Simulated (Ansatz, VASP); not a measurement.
# One calculation of CO2, two programs

```
CELL_PARAMETERS angstrom
4.05983 -0.01394 0.00000
0.29520 4.04911 0.00000
-2.17752 -2.01759 2.76951
ATOMIC_POSITIONS crystal
C 0.75000 0.25000 0.50000
C 0.00000 0.00000 0.00000
O 0.70756 0.12500 0.08256
O 0.04244 0.62500 0.91744
O 0.37500 0.29244 0.41744
O 0.87500 0.95756 0.58256
```

Alike in both runs: functional PBEsol; k mesh 8 × 8 × 8; no spin polarisation.

Ansatz relaxed the structure, and its values are those at the end. VASP's run is a single point on that final structure, the one shown.

|  | VASP | Ansatz |
| --- | --- | --- |
| version | VASP 6.6.1 | Ansatz 0.2.0 |
| potentials or method | VASP PAW PBE potentials, release 64 (C_h, O_h), cutoff 910 eV | plane waves, PAW |
| occupations | gaussian, width 0.01 eV | fixed |
| valence electrons in the cell | 32 | 32 |

|  | VASP | Ansatz | Ansatz less VASP |
| --- | --- | --- | --- |
| rms of the force components (eV/Å) | 0.012 | 0.002 | -0.0094 |

VASP's potentials were made for PBE, not for PBEsol. Ansatz's warnings: stress scf threshold loose.

Noted on VASP's run: the cutoff is short for stress, so the pressure is rough.
